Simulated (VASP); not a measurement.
# InGa3P4: single point with PBE

InGa3P4:

```xyz
8
Lattice="5.6209 0.0000 0.0000 0.0000 5.6209 0.0000 0.0000 0.0000 5.6209" Properties=species:S:1:pos:R:3 pbc="T T T"
In    2.8104    2.8104    2.8104
Ga    0.0000    0.0000    2.8104
Ga    0.0000    2.8104    0.0000
Ga    2.8104    0.0000    0.0000
P     4.2720    4.2720    4.2720
P     4.2720    1.3489    1.3489
P     1.3489    4.2720    1.3489
P     1.3489    1.3489    4.2720
```

```
Program                : VASP 6.6.1
Task                   : single point
Functional             : PBE
Potentials or basis    : VASP PAW PBE potentials, release 64 (In_d, Ga_d, P)
Cutoff                 : 520 eV
k mesh                 : 6 × 6 × 6
Occupations            : gaussian, width 0.02 eV
Spin                   : no spin polarisation
Dipole correction      : no
Further INCAR settings : ALGO = Normal; EDIFF = 1e-07; NBANDS = 46
```

```yaml
Pressure: 0.0 GPa
Largest_force: 0.006 eV/Å
Band_gap_on_the_k_mesh: 1.04 eV, direct
```

Forces on the atoms (eV/Å):
```
In   0.000  0.000  0.000
Ga   0.000  0.000  0.000
Ga   0.000  0.000  0.000
Ga   0.000  0.000  0.000
P   -0.004 -0.004 -0.004
P   -0.004  0.004  0.004
P    0.004 -0.004  0.004
P    0.004  0.004 -0.004
```

Levels at points of the mesh, in eV from the valence-band top:
```tsv
k point	band 33	band 34	band 35	band 36	band 37	band 38	band 39	band 40
(0.00, 0.00, 0.00)	-2.41	0.00	0.00	0.00	1.04	1.77	1.77	1.77
(0.50, 0.00, 0.00)	-1.70	-1.70	-1.32	-1.32	2.23	2.27	3.36	3.60
(0.50, 0.50, 0.00)	-1.43	-1.10	-0.92	-0.92	2.75	2.75	3.30	3.33
(0.50, 0.50, 0.50)	-1.13	-0.75	-0.75	-0.75	1.35	1.35	1.35	1.90
```

It took 2.8 min on 1 thread of Intel Xeon 6975P-C, on a shared host, peak memory 0.34 GiB.

Caveat: spin-orbit coupling is left out, which moves the levels of the heavy elements. A hybrid or GW would open this gap; PBE tends to underestimate it.
